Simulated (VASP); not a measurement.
Write the native input for VASP 6.6.1 that does the following.

```yaml
Task: G0W0 quasiparticle levels
Functional: PBE
Potentials_or_basis: VASP PAW PBE potentials, release 64 (Li_GW, H_GW)
Cutoff: 500 eV
k_mesh: 6 × 6 × 6
Occupations: gaussian, width 0.01 eV
Spin: no spin polarisation
Dipole_correction: no
GW_scheme: G0W0
GW_iterations: 1
Cutoff_of_the_response_function: 80
Frequency_points: 96
Empty_bands: 30
Further_INCAR_settings: ALGO = EVGW0; EDIFF = 1e-08; NBANDS = 31
```

LiH:

```
CELL_PARAMETERS angstrom
2.50166 0.00000 0.00000
0.00000 2.50166 0.00000
0.00000 0.00000 2.50166
ATOMIC_POSITIONS crystal
Li 0.00000 0.00000 0.00000
H 0.50000 0.50000 0.50000
```

These files were run (other wordings do the same):

POSCAR

```
LiH
1.0
    2.5016587116      0.0000000000      0.0000000000
    0.0000000000      2.5016587116      0.0000000000
    0.0000000000      0.0000000000      2.5016587116
Li H
1 1
Direct
    0.0000000000      0.0000000000      0.0000000000
    0.5000000000      0.5000000000      0.5000000000
```

INCAR.step1

```
  PREC = Accurate
  ENCUT = 500
  EDIFF = 1E-8
  ISMEAR = 0
  SIGMA = 0.01
  LREAL = False
  LASPH = True
  NELM = 60
  ALGO = Normal
  LWAVE = True
  LCHARG = False
  GGA = PE
```

INCAR.step2

```
  PREC = Accurate
  ENCUT = 500
  EDIFF = 1E-8
  ISMEAR = 0
  SIGMA = 0.01
  LREAL = False
  LASPH = True
  NELM = 1
  ALGO = Exact
  LWAVE = True
  LCHARG = False
  GGA = PE
  NBANDS = 31
  LOPTICS = True
  ISTART = 1
```

INCAR.step3

```
  PREC = Accurate
  ENCUT = 500
  EDIFF = 1E-8
  ISMEAR = 0
  SIGMA = 0.01
  LREAL = False
  LASPH = True
  ALGO = EVGW0
  LWAVE = False
  LCHARG = False
  GGA = PE
  NELMGW = 1
  NBANDS = 31
  ENCUTGW = 80.0
  NOMEGA = 96
  PRECFOCK = Fast
  ISTART = 1
  NBANDSGW = 9
  OMEGAMAX = 20
```

KPOINTS

```
regular mesh
0
Gamma
  6 6 6
```

Potentials or basis: VASP PAW PBE potentials, release 64 (Li_GW, H_GW).

Command:

```bash
$ cat potpaw_PBE.64/Li_GW/POTCAR potpaw_PBE.64/H_GW/POTCAR > POTCAR
$ cp INCAR.step1 INCAR
$ mpirun -np 1 vasp_std > vasp.out
$ cp INCAR.step2 INCAR
$ mpirun -np 1 vasp_std > vasp.out
$ cp INCAR.step3 INCAR
$ mpirun -np 1 vasp_std > vasp.out
```

It gave:

```yaml
Quasiparticle_gap: 1.92 eV
Least_direct_quasiparticle_gap: 5.92 eV
Band_gap_of_the_starting_levels_on_the_mesh: 0.67 eV
Least_direct_gap_of_the_starting_levels_on_the_mesh: 4.21 eV
```

Caveat: the k points lie up to 0.42 Å⁻¹ apart; bands, screening cutoff and mesh are small and nothing is extrapolated, so the quasiparticle values aren't converged; the structure was generated, so it needn't be the stable form of LiH.

Wall time 26 s on 1 thread of Intel(R) Xeon(R) 6975P-C (Granite Rapids), with other jobs on the host, peak memory 0.2 GiB.
